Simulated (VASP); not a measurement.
Set up this calculation in VASP 6.6.1, as the native input.

```yaml
Task: single point
Functional: PBEsol
Potentials_or_basis: VASP PAW PBE potentials, release 64 (Cd)
Cutoff: 520 eV
k_mesh: 10 × 10 × 10
Occupations: fermi-dirac, width 0.1 eV
Spin: no spin polarisation
Dipole_correction: no
Further_INCAR_settings: ALGO = Normal; EDIFF = 1e-07; NBANDS = 19
```

The structure of Cd lies in POSCAR:

```
Cd
1.0
    0.0000000000      3.3045432448      3.3045432448
    3.3045432448      0.0000000000      3.3045432448
    3.3045432448      3.3045432448      0.0000000000
Cd
2
Direct
    0.1250000000      0.1250000000      0.1250000000
    0.8750000000      0.8750000000      0.8750000000
```

This isn't the form of Cd at room conditions, which is hcp.

These files were run (other wordings do the same):

INCAR

```
ALGO = Normal ; EDIFF = 1E-7
ENCUT = 520 ; GGA = PS
ISIF = 2 ; ISMEAR = -1
LASPH = T ; LCHARG = T
LELF = T ; LREAL = F
LVHAR = T ; LWAVE = F
NBANDS = 19 ; NELM = 60
PREC = Accurate ; SIGMA = 0.1
```

KPOINTS

```
k-points
0
Gamma
  10 10 10
```

Potentials or basis: VASP PAW PBE potentials, release 64 (Cd).

The run is started by

```console
$ cat potpaw_PBE.64/Cd/POTCAR > POTCAR
$ mpirun -np 1 vasp_std > vasp.out
```

Results of the run:

```yaml
Pressure: -1.1 GPa
Band_gap_on_the_k_mesh: zero (bands 12 and 13 overlap by 4.78 eV)
```

Caveat: the PAW data sets were made with another functional, which shifts forces and pressure a little.

It took 41 s on 1 thread of Intel(R) Xeon(R) Platinum 8488C (Sapphire Rapids), on a shared host, peak memory 0.22 GiB.
